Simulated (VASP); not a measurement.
# TaN (P6_3/mmc) in VASP: notebook

The runs below take TaN through electric field gradients, with PBEsol.

All numbers are computed with VASP 6.6.1; they aren't measurements. Logs are shortened: lines on timing, memory, paths and dates and some standing lists are left out, and cuts for length are marked.

### 1 The cell of the first run

It takes space group P6_3/mmc (No. 194, hexagonal). Conventional cell: a = 3.048 Å, b = 3.048 Å, c = 4.967 Å, α = 90.00°, β = 90.00°, γ = 120.00°. Within 2.8 Å of Ta (site symmetry -3m) lie 6 N at 2.15 Å and 2 Ta at 2.48 Å. Within 2.8 Å of N (site symmetry -6m2) lie 6 Ta at 2.15 Å.

### 2 Electric field gradients, PBEsol (zz strain of +1 %)

Input file INCAR:

```
ALGO = Normal
EDIFF = 1E-8
ENCUT = 520
GGA = PS
GGA_COMPAT = F
ISIF = 2
ISMEAR = -1
LASPH = T
LCHARG = F
LEFG = T
LREAL = F
LWAVE = F
NBANDS = 24
NELM = 120
PREC = Accurate
SIGMA = 0.01
```

Input file KPOINTS:

```
k-points
0
Gamma
  9 9 5
```

Input file POSCAR:

```
TaN
1.0
    3.0480019786      0.0000000000      0.0000000000
   -1.5240009893      2.6396471442      0.0000000000
    0.0000000000      0.0000000000      4.9671800000
Ta N
2 2
Direct
    0.0000000000      0.0000000000      0.0000000000
    0.0000000000      0.0000000000      0.5000000000
    0.3333333333      0.6666666667      0.2500000000
    0.6666666667      0.3333333333      0.7500000000
```

Potentials or basis: VASP PAW PBE potentials, release 64 (Ta_pv, N).

Run with:

```sh
cat potpaw_PBE.64/Ta_pv/POTCAR potpaw_PBE.64/N/POTCAR > POTCAR
mpirun -np 1 vasp_std > vasp.out
```

OUTCAR:

```text
EDIFF = 1E-8
   ENCUT = 520
   GGA = PS
   ISIF = 2
   ISMEAR = -1
   LASPH = T
   LREAL = F
   NELM = 120
   PREC = Accurate

 ion  position               nearest neighbor table
   1  0.000  0.000  0.000-   3 2.15   4 2.15   3 2.15   4 2.15   4 2.15   3 2.15   2 2.48   2 2.48

   2  0.000  0.000  0.500-   3 2.15   4 2.15   3 2.15   4 2.15   4 2.15   3 2.15   1 2.48   1 2.48

   3  0.333  0.667  0.250-   1 2.15   2 2.15   1 2.15   2 2.15   1 2.15   2 2.15
   4  0.667  0.333  0.750-   1 2.15   2 2.15   1 2.15   2 2.15   1 2.15   2 2.15

  LATTYP: Found a hexagonal cell.
 ALAT       =     3.0480019786
 C/A-ratio  =     1.6296511731

  Lattice vectors:

 A1 = (   3.0480019786,   0.0000000000,   0.0000000000)
 A2 = (  -1.5240009893,   2.6396471442,   0.0000000000)
 A3 = (   0.0000000000,   0.0000000000,   4.9671800000)

Analysis of symmetry for initial positions (statically):
=====================================================================
 Subroutine PRICEL returns:
 Original cell was already a primitive cell.

 Routine SETGRP: Setting up the symmetry group for a
 hexagonal supercell.

 Subroutine GETGRP returns: Found 24 space group operations
 (whereof 12 operations were pure point group operations)
 out of a pool of 24 trial point group operations.

The static configuration has the point symmetry D_3d.
 The point group associated with its full space group is D_6h.

Analysis of symmetry for dynamics (positions and initial velocities):
=====================================================================
 Subroutine PRICEL returns:
 Original cell was already a primitive cell.

 Routine SETGRP: Setting up the symmetry group for a
 hexagonal supercell.

 Subroutine GETGRP returns: Found 24 space group operations
 (whereof 12 operations were pure point group operations)
 out of a pool of 24 trial point group operations.

The dynamic configuration has the point symmetry D_3d.
 The point group associated with its full space group is D_6h.

 Subroutine INISYM returns: Found 24 space group operations
 (whereof 12 operations are pure point group operations),
 and found     1 'primitive' translations

----------------------------------------------------------------------------------------

                                     Primitive cell

  volume of cell :      39.9642

  direct lattice vectors                    reciprocal lattice vectors
     3.048001979  0.000000000  0.000000000     0.328083777  0.189419257  0.000000000
    -1.524000989  2.639647144  0.000000000     0.000000000  0.378838513  0.000000000
     0.000000000  0.000000000  4.967180000     0.000000000  0.000000000  0.201321474

  length of vectors
     3.048001979  3.048001979  4.967180000     0.378838513  0.378838513  0.201321474

  position of ions in fractional coordinates (direct lattice)
     0.000000000  0.000000000  0.000000000
     0.000000000  0.000000000  0.500000000
     0.333333333  0.666666667  0.250000000
     0.666666667  0.333333333  0.750000000

  ion indices of the primitive-cell ions
   primitive index   ion index
                 1           1
                 2           2
                 3           3
                 4           4

----------------------------------------------------------------------------------------

 KPOINTS: k-points

Automatic generation of k-mesh.
 Grid dimensions read from file:
 generate k-points for:    9    9    5

 Generating k-lattice:

  Cartesian coordinates                     Fractional coordinates (reciprocal lattice)
     0.036453753  0.021046584  0.000000000     0.111111111  0.000000000  0.000000000
     0.000000000  0.042093168  0.000000000     0.000000000  0.111111111  0.000000000
     0.000000000  0.000000000  0.040264295     0.000000000  0.000000000  0.200000000

  Length of vectors
     0.042093168  0.042093168  0.040264295

  Shift w.r.t. Gamma in fractional coordinates (k-lattice)
     0.000000000  0.000000000  0.000000000

 Subroutine IBZKPT returns following result:
 ===========================================

 Found     36 irreducible k-points:

 Following reciprocal coordinates:
            Coordinates               Weight
  0.000000  0.000000  0.000000      1.000000
  0.111111  0.000000  0.000000      6.000000
  0.222222  0.000000  0.000000      6.000000
  0.333333  0.000000  0.000000      6.000000
  0.444444  0.000000  0.000000      6.000000
  0.111111  0.111111  0.000000      6.000000
[... 16 lines left out ...]
  0.333333  0.222222  0.200000     24.000000
  0.333333  0.333333  0.200000      4.000000
 [... further k-points ...]
   k-points           NKPTS =     36   k-points in BZ     NKDIM =     36   number of bands    NBANDS=     24
   number of dos      NEDOS =    301   number of ions     NIONS =      4
   total plane-waves  NPLWV =  23040
   dimension x,y,z NGX =    24 NGY =   24 NGZ =   40
   dimension x,y,z NGXF=    48 NGYF=   48 NGZF=   80
   ions per type =               2   2
   NGX,Y,Z   is equivalent  to a cutoff of  13.09, 13.09, 13.39 a.u.
   NGXF,Y,Z  is equivalent  to a cutoff of  26.18, 26.18, 26.78 a.u.
 SYSTEM =  unknown system
   PREC   = accura    normal or accurate (medium, high low for compatibility)
   ISTART =      0    job   : 0-new  1-cont  2-samecut
   ICHARG =      2    charge: 1-file 2-atom 10-const
   ISPIN  =      1    spin polarized calculation?
   LNONCOLLINEAR =      F non collinear calculations
   LSORBIT =      F    spin-orbit coupling
   LASPH  =      T    aspherical Exc in radial PAW
   ENCUT  =  520.0 eV  38.22 Ry    6.18 a.u.   5.67  5.67  9.24*2*pi/ulx,y,z
   NELM   =    120;   NELMIN=  2; NELMDL= -5     # of ELM steps
   EDIFF  = 0.1E-07   stopping-criterion for ELM
   LREAL  =      F    real-space projection
   EDIFFG = 0.1E-06   stopping-criterion for IOM
   NSW    =      0    number of steps for IOM
   IBRION =     -1    ionic relax: 0-MD 1-quasi-New 2-CG
   NFREE  =      0    steps in history (QN), initial steepest desc. (CG)
   ISIF   =      2    stress and relaxation
   ISYM   =      2    0-nonsym 1-usesym 2-fastsym
   POTIM  = 0.5000    time-step for ionic-motion
   TEBEG  =    0.0;   TEEND  =   0.0 temperature during run
   PSTRESS=    0.0 pullay stress
   NELECT =      32.0000    total number of electrons
   NUPDOWN=      -1.0000    fix difference up-down
   EMIN   =  10.00;   EMAX   =-10.00  energy-range for DOS
   EFERMI =   0.00;   METHOD = LEGACY
   ISMEAR =    -1;   SIGMA  =   0.01  broadening in eV -4-tet -1-fermi 0-gaus
   EFERMI_NEDOS =   21; number of points for ismear=-14 and -15
   IALGO  =     38    algorithm
   IMIX   =      4    mixing-type and parameters
     AMIX     =   0.40;   BMIX     =  1.00
     AMIX_MAG =   1.60;   BMIX_MAG =  1.00
  volume/ion in A,a.u.               =       9.99        67.42
  Fermi-wavevector in a.u.,A,eV,Ry     =   1.520201  2.872764 31.443234  2.311013
  Thomas-Fermi vector in A             =   2.629084
   LORBIT       =      0    0 simple, 1 ext, 2 COOP (PROOUT), +10 PAW based schemes
   GGA     = PS    functional components
   LHFCALC =     F    Hartree Fock is set to
   AEXX    =    0.0000 exact exchange contribution
   IVDW    =     0    specifies the selected vdW correction
   LEPSILON=     F    determine dielectric tensor
   LRPA    =     F    only Hartree local field effects (RPA)
 non-spin polarized calculation
  energy-cutoff  :      520.00
  volume of cell :       39.96
 maximum number of plane-waves:      1099
 NGX is ok and might be reduce to    24
   NGX = 11   NGY = 11   NGZ = 19

 number of electron      32.0000002 magnetization

 Free energy of the ion-electron system (eV)
  ---------------------------------------------------
  ext. energy  EPLUGINS =         0.00000000
  ---------------------------------------------------
  free energy    TOTEN  =       -44.56285669 eV

  energy without entropy =      -44.56143160  energy(sigma->0) =      -44.56214415

 E-fermi :   9.5826     XC(G=0): -13.8536

 val. band max:        9.5650603957   @ k =   0.2222   0.2222   0.4000
 cond. band min:       9.5850047735   @ k =   0.3333   0.2222   0.2000
 fundamental gap:      0.0199443778
 Fermi energy:         9.5826022272

 k-point     1 :       0.0000    0.0000    0.0000
  band No.  band energies     occupation
      1     -27.3986      2.00000
      2     -25.6489      2.00000
      3     -25.6489      2.00000
      4     -25.3022      2.00000
      5     -25.3022      2.00000
      6     -24.5522      2.00000
[... 637 lines left out ...]
     23      16.9462      0.00000
     24      16.9462      0.00000

 [... further k-points ...]
[... 5 lines left out ...]
  --------------------------------------------------------------------------------------
  -------------------------------------------------------------------------------------
  Total        3.9042185      3.9042185     24.8769293     -0.0000000      0.0000000      0.0000000
  in kB      156.5213837    156.5213837    997.3241513     -0.0000000      0.0000000      0.0000000
  external PRESSURE =     436.7889729 kB  Pullay stress =       0.0000000 kB

 VOLUME and BASIS-vectors are now :
 -----------------------------------------------------------------------------
  energy-cutoff  :      520.00
  volume of cell :       39.96
      direct lattice vectors                 reciprocal lattice vectors
     3.048001979  0.000000000  0.000000000     0.328083777  0.189419257  0.000000000
    -1.524000989  2.639647144  0.000000000     0.000000000  0.378838513  0.000000000
     0.000000000  0.000000000  4.967180000     0.000000000  0.000000000  0.201321474

 POSITION                                       TOTAL-FORCE (eV/Angst)
 -----------------------------------------------------------------------------------
      0.00000      0.00000      0.00000         0.000000      0.000000      0.000000
      0.00000      0.00000      2.48359         0.000000      0.000000      0.000000
     -0.00000      1.75976      1.24179        -0.000000      0.000000      0.000000
      1.52400      0.87988      3.72539         0.000000     -0.000000     -0.000000
 -----------------------------------------------------------------------------------
    total drift:                               -0.000000      0.000000      0.000000

  FREE ENERGIE OF THE ION-ELECTRON SYSTEM (eV)
  ---------------------------------------------------
  free  energy   TOTEN  =       -44.5628566899 eV

  energy  without entropy=      -44.5614316024  energy(sigma->0) =      -44.56214415

 Electric field gradients (V/A^2)
---------------------------------------------------------------------
 ion       V_xx      V_yy      V_zz      V_xy      V_xz      V_yz
---------------------------------------------------------------------
   1      93.281    93.280  -186.561    -0.000    -0.000     0.000
   2      93.281    93.280  -186.561    -0.000     0.000    -0.000
   3      -1.728    -1.727     3.455     0.001     0.000     0.000
   4      -1.728    -1.727     3.455     0.001     0.000     0.000
---------------------------------------------------------------------

 Electric field gradients after diagonalization (V/A^2)
 (convention: |V_zz| > |V_xx| > |V_yy|)
----------------------------------------------------------------------
 ion       V_xx      V_yy      V_zz     asymmetry (V_yy - V_xx)/ V_zz
----------------------------------------------------------------------
   1      93.281    93.280  -186.561       0.000
   2      93.281    93.280  -186.561       0.000
   3      -1.728    -1.727     3.455       0.000
   4      -1.728    -1.727     3.455       0.000
----------------------------------------------------------------------

           NMR quadrupolar parameters

 Cq : quadrupolar parameter    Cq=e*Q*V_zz/h
 eta: asymmetry parameters     (V_yy - V_xx)/ V_zz
 Q  : nuclear electric quadrupole moment in mb (millibarn)
----------------------------------------------------------------------
 ion       Cq(MHz)       eta       Q (mb)
----------------------------------------------------------------------
   1      -0.451       0.000       1.000
   2      -0.451       0.000       1.000
   3       0.008       0.000       1.000
   4       0.008       0.000       1.000
----------------------------------------------------------------------
```

It took 58 s on 1 thread of Intel Xeon 8259CL, shared host; peak memory 0.18 GiB.

Results:

```yaml
Free_energy: -44.5629 eV
Pressure: 43.7 GPa
Band_gap_on_the_k_mesh: zero (bands 16 and 17 overlap by 2.29 eV)
Largest_electric_field_gradient_by_atom: Ta -186.6; N +3.5 V/Å²
```

Stress tensor (GPa, compression positive):
```
15.65  0.00  0.00
 0.00 15.65  0.00
 0.00  0.00 99.73
```

Electric field gradients, principal values (V/Å²):
| atom | least | middle | greatest (by size) |
| --- | --- | --- | --- |
| 1 Ta | 93.280 | 93.281 | -186.561 |
| 2 Ta | 93.280 | 93.281 | -186.561 |
| 3 N | -1.727 | -1.728 | 3.455 |
| 4 N | -1.727 | -1.728 | 3.455 |

Caveat: the cell differs from its parent crystal (zz strain of +1 %); the cell stands under pressure; without QUAD_EFG the Cq values of the log hold for a quadrupole moment of 1 mb, not for the nuclei; the PAW data sets were made with another functional, which shifts forces and pressure a little; spin-orbit coupling is left out, which moves the levels of the heavy elements.

### 3 Electric field gradients, PBEsol (9.30 Å³/atom)

This run uses another cell than the first one, of 9.30 Å³/atom.

Input file INCAR:

```
PREC = Accurate
ENCUT = 520
EDIFF = 1E-8
ISMEAR = -1
SIGMA = 0.01
LREAL = F
LASPH = T
NELM = 60
ALGO = Normal
ISIF = 2
LWAVE = F
LCHARG = F
GGA = PS
LEFG = T
NBANDS = 24
```

Input file KPOINTS:

```
Automatic mesh
0
Gamma
  9 9 5
```

Input file POSCAR:

```
TaN
1.0
    2.9857803976      0.0000000000      0.0000000000
   -1.4928901988      2.5857616744      0.0000000000
    0.0000000000      0.0000000000      4.8176044827
Ta N
2 2
Direct
    0.0000000000      0.0000000000      0.0000000000
    0.0000000000      0.0000000000      0.5000000000
    0.3333333333      0.6666666667      0.2500000000
    0.6666666667      0.3333333333      0.7500000000
```

Potentials or basis: VASP PAW PBE potentials, release 64 (Ta_pv, N).

Run with:

```sh
cat potpaw_PBE.64/Ta_pv/POTCAR potpaw_PBE.64/N/POTCAR > POTCAR
mpirun -np 1 vasp_std > vasp.out
```

OUTCAR:

```text
PREC = Accurate
   ENCUT = 520
   EDIFF = 1E-8
   ISMEAR = -1
   LREAL = F
   LASPH = T
   NELM = 60
   ISIF = 2
   GGA = PS

 ion  position               nearest neighbor table
   1  0.000  0.000  0.000-   3 2.10   4 2.10   3 2.10   4 2.10   4 2.10   3 2.10   2 2.41   2 2.41

   2  0.000  0.000  0.500-   3 2.10   4 2.10   3 2.10   4 2.10   4 2.10   3 2.10   1 2.41   1 2.41

   3  0.333  0.667  0.250-   1 2.10   2 2.10   1 2.10   2 2.10   1 2.10   2 2.10
   4  0.667  0.333  0.750-   1 2.10   2 2.10   1 2.10   2 2.10   1 2.10   2 2.10

  LATTYP: Found a hexagonal cell.
 ALAT       =     2.9857803976
 C/A-ratio  =     1.6135160130

[... 879 lines left out ...]
 ion       V_xx      V_yy      V_zz      V_xy      V_xz      V_yz
---------------------------------------------------------------------
   1      87.026    87.026  -174.053     0.000     0.000    -0.000
   2      87.026    87.026  -174.053     0.000    -0.000     0.000
   3      -2.425    -2.424     4.849     0.001     0.000     0.000
   4      -2.425    -2.424     4.849     0.001     0.000     0.000
---------------------------------------------------------------------

 Electric field gradients after diagonalization (V/A^2)
 (convention: |V_zz| > |V_xx| > |V_yy|)
----------------------------------------------------------------------
 ion       V_xx      V_yy      V_zz     asymmetry (V_yy - V_xx)/ V_zz
----------------------------------------------------------------------
   1      87.026    87.026  -174.053       0.000
   2      87.026    87.026  -174.053       0.000
   3      -2.426    -2.424     4.849       0.000
   4      -2.426    -2.424     4.849       0.000
----------------------------------------------------------------------

           NMR quadrupolar parameters

 Cq : quadrupolar parameter    Cq=e*Q*V_zz/h
 eta: asymmetry parameters     (V_yy - V_xx)/ V_zz
 Q  : nuclear electric quadrupole moment in mb (millibarn)
----------------------------------------------------------------------
 ion       Cq(MHz)       eta       Q (mb)
----------------------------------------------------------------------
   1      -0.421       0.000       1.000
   2      -0.421       0.000       1.000
   3       0.012       0.000       1.000
   4       0.012       0.000       1.000
----------------------------------------------------------------------
```

It took 12 s on 1 thread of Intel Xeon 6975P-C (Granite Rapids), shared host; peak memory 0.17 GiB.

What came out:

- Free energy: -43.3021 eV
- Pressure: 86.9 GPa
- Band gap on the k mesh: zero (bands 16 and 17 overlap by 2.78 eV)
- Largest electric field gradient by atom: Ta -174.1; N +4.8 V/Å²

Stress tensor (GPa, compression positive):
```
 52.72   0.00   0.00
  0.00  52.72   0.00
  0.00   0.00 155.16
```

Electric field gradients, principal values (V/Å²):
| atom | least | middle | greatest (by size) |
| --- | --- | --- | --- |
| 1 Ta | 87.026 | 87.026 | -174.053 |
| 2 Ta | 87.026 | 87.026 | -174.053 |
| 3 N | -2.424 | -2.426 | 4.849 |
| 4 N | -2.424 | -2.426 | 4.849 |

Caveat: the cell stands under pressure; without QUAD_EFG the Cq values of the log hold for a quadrupole moment of 1 mb, not for the nuclei; the PAW data sets were made with another functional, which shifts forces and pressure a little; spin-orbit coupling is left out, which moves the levels of the heavy elements.

(Part 1 of 2 ends here.)
